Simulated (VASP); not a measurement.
Here is a VASP 6.6.1 calculation.

INCAR

```
SYSTEM = Hf
ALGO     = Fast           ! electronic algorithm
EDIFF    = 1E-6           ! SCF threshold, eV
ENCUT    = 520            ! plane-wave cutoff, eV
GGA      = PE             ! functional
ISIF     = 2              ! what is computed and relaxed
ISMEAR   = 0              ! smearing method
LASPH    = .True.         ! aspherical terms in the spheres
LCHARG   = .True.         ! write CHGCAR
LELF     = .True.         ! ELF
LREAL    = .False.        ! projectors in reciprocal space
LVHAR    = .True.       
LWAVE    = .False.        ! write WAVECAR
NBANDS   = 17             ! bands
NELM     = 60             ! most SCF steps
PREC     = Accurate       ! precision mode
SIGMA    = 0.15           ! smearing width, eV
```

KPOINTS

```
k-points
0
Gamma
  18 18 10
  0 0 0
```

POSCAR

```
Hf
1.0
    3.1966985242      0.0000000000      0.0000000000
   -1.5983492621      2.7684221302      0.0000000000
    0.0000000000      0.0000000000      5.0578000000
Hf
2
Direct
    0.3333333333      0.6666666667      0.2500000000
    0.6666666667      0.3333333333      0.7500000000
```

Potentials or basis: VASP PAW PBE potentials, release 64 (Hf_pv).

The run is started by

```console
$ cat potpaw_PBE.64/Hf_pv/POTCAR > POTCAR
$ mpirun -np 1 vasp_std > vasp.out
```

Question: Estimate the band gap on the k mesh.

Answer: Zero (band 10 reaches 6.10 eV, above the bottom of band 11 at 4.49 eV).

Question: What does it give for the pressure?

Answer: 0.3 GPa.

Stress tensor (GPa, compression positive):
```
0.37 0.00 0.00
0.00 0.37 0.00
0.00 0.00 0.23
```

Caveat: spin-orbit coupling is left out, which moves the levels of the heavy elements.
